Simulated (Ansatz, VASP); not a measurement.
Two plane-wave programs on BaZrO3

File INCAR:

```
PREC     = Accurate       # precision mode
ENCUT    = 1340           # plane-wave cutoff, eV
EDIFF    = 1E-6           # SCF threshold, eV
ISMEAR   = 0              # smearing method
SIGMA    = 0.05           # smearing width, eV
LREAL    = F              # projectors in reciprocal space
LASPH    = T              # aspherical terms in the spheres
NELM     = 120            # most SCF steps
ALGO     = Normal         # electronic algorithm
ISIF     = 2              # what is computed and relaxed
LWAVE    = F              # write WAVECAR
LCHARG   = F              # write CHGCAR
GGA      = PE             # functional
NBANDS   = 28             # bands
GGA_COMPAT= F
```

Contents of KPOINTS:

```
regular mesh
0
Gamma
  6 6 6
```

Contents of POSCAR:

```
BaZrO3
1.0
    4.1815000000      0.0000000000      0.0000000000
    0.0000000000      4.1815000000      0.0000000000
    0.0000000000      0.0000000000      4.1815000000
Ba Zr O
1 1 3
Direct
    0.5000000000      0.4619516858      0.4619516858
    0.0000000000      0.0000000000      0.0000000000
    0.5000000000      0.0000000000      0.0000000000
    0.0000000000      0.5000000000      0.0000000000
    0.0000000000      0.0000000000      0.5000000000
```

Input for Ansatz:

```yaml
crystal:
  lattice:
    - [4.1815, 0.0, 0.0]
    - [0.0, 4.1815, 0.0]
    - [0.0, 0.0, 4.1815]
  atoms:
    - { symbol: Ba, position: [0.5, 0.4619516858, 0.4619516858] }
    - { symbol: Zr, position: [0.0, 0.0, 0.0] }
    - { symbol: O, position: [0.5, 0.0, 0.0] }
    - { symbol: O, position: [0.0, 0.5, 0.0] }
    - { symbol: O, position: [0.0, 0.0, 0.5] }
basis:
  ecutwfc: 420
kpoints:
  mp_grid: { grid: [6, 6, 6] }
hamiltonian:
  xc: pbe
scf:
  occupations: { method: gaussian, width: 0.05 }
output:
  forces: true
  stress: true
  eigenvalues: true
```

Change from the starting cell: all Ba atoms moved +0.225 Å, as atom 1 towards its neighbour atom 3 (O) at 2.957 Å.

Alike in both runs: task single point; functional PBE; k mesh 6 × 6 × 6; occupations gaussian, width 0.05 eV; no spin polarisation.

```csv
,VASP,Ansatz
version,VASP 6.6.1,Ansatz 0.2.0
potentials or method,"VASP PAW PBE potentials, release 64 (Ba_sv, Zr_sv, O_h), cutoff 1340 eV","scalar-relativistic, plane waves, PAW"
valence electrons in the cell,40,40
```

VASP gave:

```
gap on the k mesh at the Fermi level (eV)                     : 3.17
least direct gap on the mesh (eV)                             : 3.37
pressure (GPa)                                                : 7.2
traceless stress, the component that is largest in VASP (GPa) : 1.06
rms of the force components (eV/Å)                            : 0.343
```

Estimate Ansatz's values.

gap on the k mesh at the Fermi level (eV): 3.21; least direct gap on the mesh (eV): 3.39; pressure (GPa): 6.2; traceless stress, the component that is largest in VASP (GPa): 0.98; rms of the force components (eV/Å): 0.321.

Atom by atom the forces differ by 0.033 eV/Å (rms over components).

Neither program's run includes spin-orbit coupling.
